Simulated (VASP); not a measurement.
## LaS: single point with LDA

LaS:

```
CELL_PARAMETERS angstrom
0.00000 2.92700 2.92700
2.92700 0.00000 2.92700
2.92700 2.92700 0.00000
ATOMIC_POSITIONS crystal
La 0.00000 0.00000 0.00000
S 0.50000 0.50000 0.50000
```

```yaml
Program: VASP 6.6.1
Task: single point
Functional: LDA
Potentials_or_basis: VASP PAW LDA potentials, release 64 (La, S)
Cutoff: 520 eV
k_mesh: 7 × 7 × 7
Occupations: methfessel-paxton, width 0.01 eV
Spin: no spin polarisation
```

```yaml
Pressure: -3.8 GPa
```

Levels at points of the mesh, in eV from the Fermi level:
```csv
k point,band 7,band 8,band 9,band 10,band 11,band 12
"(0.00, 0.00, 0.00)",-3.33,-3.33,0.06,0.06,0.06,1.05
```

Wall time 16 s on 1 thread of Intel(R) Xeon(R) 6975P-C (Granite Rapids), with other jobs on the host, peak memory 0.16 GiB.

Caveat: spin-orbit coupling is left out, which moves the levels of the heavy elements.
